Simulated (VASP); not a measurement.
# O (Fmmm) in VASP: a series of runs

O is run at these levels: LDA; tasks: single point.

Everything below comes from runs of VASP 6.6.1. Logs are shortened: lines on timing, memory, paths and dates and some standing lists are left out, and cuts for length are marked.

## (1) The cell of the first run

It takes space group Fmmm (No. 69, orthorhombic). Conventional cell: a = 3.299 Å, b = 3.321 Å, c = 8.190 Å, α = 90.00°, β = 90.00°, γ = 90.00°. O (site symmetry mm2) has 1 O at 1.32 Å within 1.8 Å.

## (2) Single point, LDA (11.22 Å³/atom)

INCAR

```
PREC = Accurate
ENCUT = 520
EDIFF = 1E-7
ISMEAR = 0
SIGMA = 0.15
LREAL = F
LASPH = T
NELM = 80
ALGO = Normal
ISIF = 2
LWAVE = F
LCHARG = F
GGA = CA
NBANDS = 13
```

KPOINTS

```
Automatic mesh
0
Gamma
  22 22 22
```

POSCAR

```
O
1.0
    0.0000000000      1.6604187931      4.0950029182
    1.6496995809      0.0000000000      4.0950029182
    1.6496995809      1.6604187931      0.0000000000
O
2
Direct
    0.0808467867      0.0808467867      0.9191532133
    0.9191532133      0.9191532133      0.0808467867
```

Potentials or basis: VASP PAW LDA potentials, release 64 (O).

On the command line:

```sh
> cat potpaw_LDA.64/O/POTCAR > POTCAR
> mpirun -np 1 vasp_std > vasp.out
```

OUTCAR:

```text
PREC = Accurate
   ENCUT = 520
   EDIFF = 1E-7
   ISMEAR = 0
   LREAL = F
   LASPH = T
   NELM = 80
   ISIF = 2
   GGA = CA

 ion  position               nearest neighbor table
   1  0.081  0.081  0.919-   2 1.32
   2  0.919  0.919  0.081-   1 1.32

  LATTYP: Found a face centered orthorhombic cell.
 ALAT       =     3.2993991618
 B/A-ratio  =     1.0064976753
 C/A-ratio  =     2.4822719031

  Lattice vectors:

 A1 = (   0.0000000000,   1.6604187931,   4.0950029182)
 A2 = (   1.6496995809,   0.0000000000,   4.0950029182)
 A3 = (   1.6496995809,   1.6604187931,   0.0000000000)

Analysis of symmetry for initial positions (statically):
=====================================================================
 Subroutine PRICEL returns:
 Original cell was already a primitive cell.

 Routine SETGRP: Setting up the symmetry group for a
 face centered orthorhombic supercell.

 Subroutine GETGRP returns: Found  8 space group operations
 (whereof  8 operations were pure point group operations)
 out of a pool of  8 trial point group operations.

The static configuration has the point symmetry D_2h.

Analysis of symmetry for dynamics (positions and initial velocities):
=====================================================================
 Subroutine PRICEL returns:
 Original cell was already a primitive cell.

 Routine SETGRP: Setting up the symmetry group for a
 face centered orthorhombic supercell.

 Subroutine GETGRP returns: Found  8 space group operations
 (whereof  8 operations were pure point group operations)
 out of a pool of  8 trial point group operations.

The dynamic configuration has the point symmetry D_2h.

 Subroutine INISYM returns: Found  8 space group operations
 (whereof  8 operations are pure point group operations),
 and found     1 'primitive' translations

----------------------------------------------------------------------------------------

                                     Primitive cell

  volume of cell :      22.4340

  direct lattice vectors                    reciprocal lattice vectors
     0.000000000  1.660418793  4.095002918    -0.303085486  0.301128849  0.122100035
     1.649699581  0.000000000  4.095002918     0.303085486 -0.301128849  0.122100035
     1.649699581  1.660418793  0.000000000     0.303085486  0.301128849 -0.122100035

  length of vectors
     4.418827839  4.414811163  2.340619421     0.444351004  0.444351004  0.444351004

  position of ions in fractional coordinates (direct lattice)
     0.080846787  0.080846787  0.919153213
     0.919153213  0.919153213  0.080846787

  ion indices of the primitive-cell ions
   primitive index   ion index
                 1           1
                 2           2

----------------------------------------------------------------------------------------

 KPOINTS: Automatic mesh

Automatic generation of k-mesh.
 Grid dimensions read from file:
 generate k-points for:   22   22   22

 Generating k-lattice:

  Cartesian coordinates                     Fractional coordinates (reciprocal lattice)
    -0.013776613  0.013687675  0.005550002     0.045454545 -0.000000000  0.000000000
     0.013776613 -0.013687675  0.005550002    -0.000000000  0.045454545  0.000000000
     0.013776613  0.013687675 -0.005550002     0.000000000  0.000000000  0.045454545

  Length of vectors
     0.020197773  0.020197773  0.020197773

  Shift w.r.t. Gamma in fractional coordinates (k-lattice)
     0.000000000  0.000000000  0.000000000

 Subroutine IBZKPT returns following result:
 ===========================================

 Found   1530 irreducible k-points:

 Following reciprocal coordinates:
            Coordinates               Weight
  0.000000  0.000000  0.000000      1.000000
  0.045455  0.000000 -0.000000      8.000000
  0.090909  0.000000 -0.000000      8.000000
  0.136364  0.000000  0.000000      8.000000
  0.181818  0.000000  0.000000      8.000000
  0.227273  0.000000  0.000000      8.000000
[... 16 lines left out ...]
  0.500000  0.045455  0.000000      8.000000
 -0.454545  0.045455  0.000000      8.000000
 [... further k-points ...]
   k-points           NKPTS =   1530   k-points in BZ     NKDIM =   1530   number of bands    NBANDS=     13
   number of dos      NEDOS =    301   number of ions     NIONS =      2
   total plane-waves  NPLWV =  23328
   dimension x,y,z NGX =    36 NGY =   36 NGZ =   18
   dimension x,y,z NGXF=    72 NGYF=   72 NGZF=   36
   ions per type =               2
   NGX,Y,Z   is equivalent  to a cutoff of  13.54, 13.56, 12.78 a.u.
   NGXF,Y,Z  is equivalent  to a cutoff of  27.09, 27.11, 25.57 a.u.
 SYSTEM =  unknown system
   PREC   = accura    normal or accurate (medium, high low for compatibility)
   ISTART =      0    job   : 0-new  1-cont  2-samecut
   ICHARG =      2    charge: 1-file 2-atom 10-const
   ISPIN  =      1    spin polarized calculation?
   LNONCOLLINEAR =      F non collinear calculations
   LSORBIT =      F    spin-orbit coupling
   LASPH  =      T    aspherical Exc in radial PAW
   ENCUT  =  520.0 eV  38.22 Ry    6.18 a.u.   8.22  8.21  4.35*2*pi/ulx,y,z
   NELM   =     80;   NELMIN=  2; NELMDL= -5     # of ELM steps
   EDIFF  = 0.1E-06   stopping-criterion for ELM
   LREAL  =      F    real-space projection
   EDIFFG = 0.1E-05   stopping-criterion for IOM
   NSW    =      0    number of steps for IOM
   IBRION =     -1    ionic relax: 0-MD 1-quasi-New 2-CG
   NFREE  =      0    steps in history (QN), initial steepest desc. (CG)
   ISIF   =      2    stress and relaxation
   ISYM   =      2    0-nonsym 1-usesym 2-fastsym
   POTIM  = 0.5000    time-step for ionic-motion
   TEBEG  =    0.0;   TEEND  =   0.0 temperature during run
   PSTRESS=    0.0 pullay stress
   NELECT =      12.0000    total number of electrons
   NUPDOWN=      -1.0000    fix difference up-down
   EMIN   =  10.00;   EMAX   =-10.00  energy-range for DOS
   EFERMI =   0.00;   METHOD = LEGACY
   ISMEAR =     0;   SIGMA  =   0.15  broadening in eV -4-tet -1-fermi 0-gaus
   EFERMI_NEDOS =   21; number of points for ismear=-14 and -15
   IALGO  =     38    algorithm
   IMIX   =      4    mixing-type and parameters
     AMIX     =   0.40;   BMIX     =  1.00
     AMIX_MAG =   1.60;   BMIX_MAG =  1.00
  volume/ion in A,a.u.               =      11.22        75.70
  Fermi-wavevector in a.u.,A,eV,Ry     =   1.328923  2.511300 24.028367  1.766035
  Thomas-Fermi vector in A             =   2.458124
   LORBIT       =      0    0 simple, 1 ext, 2 COOP (PROOUT), +10 PAW based schemes
   GGA     = CA    functional components
   LHFCALC =     F    Hartree Fock is set to
   AEXX    =    0.0000 exact exchange contribution
   IVDW    =     0    specifies the selected vdW correction
   LEPSILON=     F    determine dielectric tensor
   LRPA    =     F    only Hartree local field effects (RPA)
 non-spin polarized calculation
 Gauss-broadening in eV      SIGMA  =   0.15
  energy-cutoff  :      520.00
  volume of cell :       22.43
 maximum number of plane-waves:       617
 NGX is ok and might be reduce to    36
   NGX = 17   NGY = 17   NGZ =  9

 number of electron      12.0000000 magnetization

 Free energy of the ion-electron system (eV)
  ---------------------------------------------------
  ext. energy  EPLUGINS =         0.00000000
  ---------------------------------------------------
  free energy    TOTEN  =       -10.68576176 eV

  energy without entropy =      -10.67473644  energy(sigma->0) =      -10.68024910

 E-fermi :  -0.4375     XC(G=0): -10.2016

 val. band max:       -0.4390708005   @ k =  -0.2273   0.5000   0.2727
 cond. band min:      -0.4372245589   @ k =  -0.4091   0.2273   0.2727
 fundamental gap:      0.0018462417
 Fermi energy:        -0.4375178214

 k-point     1 :       0.0000    0.0000    0.0000
  band No.  band energies     occupation
      1     -25.0944      2.00000
      2     -15.1175      2.00000
      3      -8.1408      2.00000
      4      -3.5943      2.00000
      5      -3.5758      2.00000
      6       1.0878      0.00000
      7       1.1029      0.00000
      8       7.0144      0.00000
      9       9.7057      0.00000
     10      12.2740      0.00000
     11      17.8968      0.00000
     12      20.6442      0.00000
     13      25.8413      0.00000

 k-point     2 :       0.0455    0.0000   -0.0000
  band No.  band energies     occupation
      1     -25.0753      2.00000
      2     -15.0993      2.00000
      3      -8.1202      2.00000
      4      -3.6951      2.00000
      5      -3.5751      2.00000
      6       1.0131      0.00000
      7       1.1038      0.00000
      8       6.9972      0.00000
      9       9.7738      0.00000
     10      12.3492      0.00000
     11      17.9576      0.00000
     12      20.7101      0.00000
     13      25.6770      0.00000

 k-point     3 :       0.0909    0.0000   -0.0000
  band No.  band energies     occupation
      1     -25.0187      2.00000
      2     -15.0454      2.00000
      3      -8.0606      2.00000
      4      -4.0048      2.00000
      5      -3.5487      2.00000
      6       0.7777      0.00000
      7       1.1260      0.00000
      8       6.9483      0.00000
      9       9.9648      0.00000
     10      12.5697      0.00000
     11      18.1281      0.00000
     12      20.8917      0.00000
     13      25.2097      0.00000
[... 305 lines left out ...]
 k-point    23 :       0.5000    0.0455    0.0000
  band No.  band energies     occupation
      1     -24.0442      2.00000
      2     -14.0735      2.00000
      3      -8.3586      2.00000
      4      -6.6053      2.00000
      5      -3.1219      2.00000
      6      -2.5366      2.00000
      7       1.4829      0.00000
      8       6.5239      0.00000
      9      13.7769      0.00000
     10      14.8543      0.00000
     11      17.4381      0.00000
     12      19.5094      0.00000
     13      24.9769      0.00000

 k-point    24 :      -0.4545    0.0455    0.0000
  band No.  band energies     occupation
      1     -24.0204      2.00000
      2     -14.0358      2.00000
      3      -8.4330      2.00000
      4      -6.6062      2.00000
      5      -3.1111      2.00000
      6      -2.6131      2.00000
      7       1.4895      0.00000
      8       6.5840      0.00000
      9      13.9750      0.00000
     10      14.5767      0.00000
     11      17.8591      0.00000
     12      19.0813      0.00000
     13      24.9492      0.00000

 [... further k-points ...]

------------------------ aborting loop because EDIFF is reached ----------------------------------------

  FORCE on cell =-STRESS in cart. coord.  units (eV):
  Direction    XX          YY          ZZ          XY          YZ          ZX
  --------------------------------------------------------------------------------------
  -------------------------------------------------------------------------------------
  Total       -0.4571323     -0.4679632     -7.6590920      0.0000000      0.0000000      0.0000000
  in kB      -32.6471900    -33.4206996   -546.9922277      0.0000000      0.0000000      0.0000000
  external PRESSURE =    -204.3533724 kB  Pullay stress =       0.0000000 kB

 VOLUME and BASIS-vectors are now :
 -----------------------------------------------------------------------------
  energy-cutoff  :      520.00
  volume of cell :       22.43
      direct lattice vectors                 reciprocal lattice vectors
     0.000000000  1.660418793  4.095002918    -0.303085486  0.301128849  0.122100035
     1.649699581  0.000000000  4.095002918     0.303085486 -0.301128849  0.122100035
     1.649699581  1.660418793  0.000000000     0.303085486  0.301128849 -0.122100035

 POSITION                                       TOTAL-FORCE (eV/Angst)
 -----------------------------------------------------------------------------------
      1.64970      1.66042      0.66214         0.000000      0.000000     -5.581437
      1.64970      1.66042      7.52787         0.000000      0.000000      5.581437
 -----------------------------------------------------------------------------------
    total drift:                                0.000000      0.000000      0.000000

  FREE ENERGIE OF THE ION-ELECTRON SYSTEM (eV)
  ---------------------------------------------------
  free  energy   TOTEN  =       -10.6857617622 eV

  energy  without entropy=      -10.6747364448  energy(sigma->0) =      -10.68024910
```

Run time: 3.6 min. Hardware: 1 thread of Intel Xeon Platinum 8488C (Sapphire Rapids), shared host; peak memory 0.41 GiB.

Results:

```yaml
Free_energy: -10.6858 eV
Pressure: -20.4 GPa
Largest_force: 5.581 eV/Å
Band_gap_on_the_k_mesh: zero (bands 6 and 7 overlap by 2.80 eV)
```

Forces on the atoms (eV/Å):
```
O    0.000  0.000 -5.581
O    0.000  0.000  5.581
```

Stress tensor (GPa, compression positive):
```
 -3.26   0.00   0.00
  0.00  -3.34   0.00
  0.00   0.00 -54.70
```

Caveat: spin is off for a triplet molecule; the stress differs along the axes, from -55 to -3 GPa; forces of over 1 eV/Å act on the atoms, so gaps and moduli don't describe the material at rest.

[end of part 1 of 2]
